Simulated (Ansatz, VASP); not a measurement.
# One calculation of CdAgBr3, two programs

```
CELL_PARAMETERS angstrom
4.17068 2.40794 3.71609
-4.17068 2.40794 3.71609
0.00000 -4.81589 3.71609
ATOMIC_POSITIONS crystal
Cd 0.28422 0.28422 0.28422
Ag 0.00917 0.00917 0.00917
Br 0.04836 0.55831 0.04836
Br 0.55831 0.04836 0.04836
Br 0.04836 0.04836 0.55831
```

Alike in both runs: functional PBE; k mesh 4 × 4 × 4; occupations gaussian, width 0.1 eV; no spin polarisation.

Ansatz relaxed the structure, and its values are those at the end. VASP's run is a single point on that final structure, the one shown.

|  | VASP | Ansatz |
| --- | --- | --- |
| version | VASP 6.6.1 | Ansatz 0.2.0 |
| potentials or method | VASP PAW PBE potentials, release 64 (Cd, Ag, Br), cutoff 520 eV | scalar-relativistic, plane waves, PAW |
| valence electrons in the cell | 44 | 60 |

|  | VASP | Ansatz | Ansatz less VASP |
| --- | --- | --- | --- |
| gap on the k mesh at the Fermi level (eV) | 1.14 | 1.14 | +0.001 |
| least direct gap on the mesh (eV) | 1.80 | 1.80 | +0.002 |
| pressure (GPa) | 0.1 | 0.0 | -0.08 |
| rms of the force components (eV/Å) | 0.026 | 0.009 | -0.0166 |

VASP's potentials hold 44 valence electrons a cell and Ansatz's 60, so a difference there can come from the potentials and not from the codes.
